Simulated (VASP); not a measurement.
Here is a VASP 6.6.1 calculation.

The input INCAR:

```
SYSTEM = TiSi16
ALGO = Normal ; EDIFF = 1E-7
ENCUT = 520 ; GGA = PE
ISIF = 2 ; ISMEAR = 0
LASPH = .TRUE. ; LCHARG = .FALSE.
LREAL = Auto ; LWAVE = .FALSE.
NBANDS = 52 ; NELM = 80
PREC = Accurate ; SIGMA = 0.02
```

The input KPOINTS:

```
k-points
0
G
  2 2 2
  0 0 0
```

The input POSCAR:

```
TiSi16
1.0
    0.0000000000      5.4300000000      5.4300000000
    5.4300000000      0.0000000000      5.4300000000
    5.4300000000      5.4300000000      0.0000000000
Si Ti
16 1
Direct
    0.0095671271     -0.0315720994      0.0127860958
    0.1217954880      0.1123492634      0.1547781768
   -0.0450663904      0.0165262431      0.5150958564
    0.1178746777      0.1157334254      0.6138932781
    0.0133911602      0.5116062615      0.0108265193
    0.1803580110      0.6088607735      0.1077042357
    0.0090623389      0.5143634438      0.4671577348
    0.1213055249      0.6560036832      0.6115241252
    0.4929958564     -0.0006137201      0.0113638122
    0.6394497238      0.1129738490      0.1251395948
    0.4900906077     -0.0001055249      0.4986160221
    0.5792325967      0.1413370166      0.6400760589
    0.5562708103      0.4836518416     -0.0172906998
    0.6427430018      0.6259680479      0.1250794659
    0.4925500000      0.5127115101      0.4983997238
    0.6390674954      0.6263133517      0.6120628913
    0.0646606814      0.3136711786      0.8124638122
```

Potentials or basis: VASP PAW PBE potentials, release 64 (Si, Ti_sv).

Run with:

```sh
$ cat potpaw_PBE.64/Si/POTCAR potpaw_PBE.64/Ti_sv/POTCAR > POTCAR
$ mpirun -np 1 vasp_std > vasp.out
```

Question: Predict the band gap on the k mesh.

Answer: Zero (band 38 reaches 6.92 eV, above the bottom of band 39 at 6.72 eV).

Question: Estimate the largest force.

Answer: 0.111 eV/Å.

Question: What does it give for the pressure?

Answer: 5.8 GPa.

Stress tensor (GPa, compression positive):
```
 6.00  0.88  0.87
 0.88  5.73 -0.95
 0.87 -0.95  5.77
```

Caveat: the k points lie up to 0.50 Å⁻¹ apart.
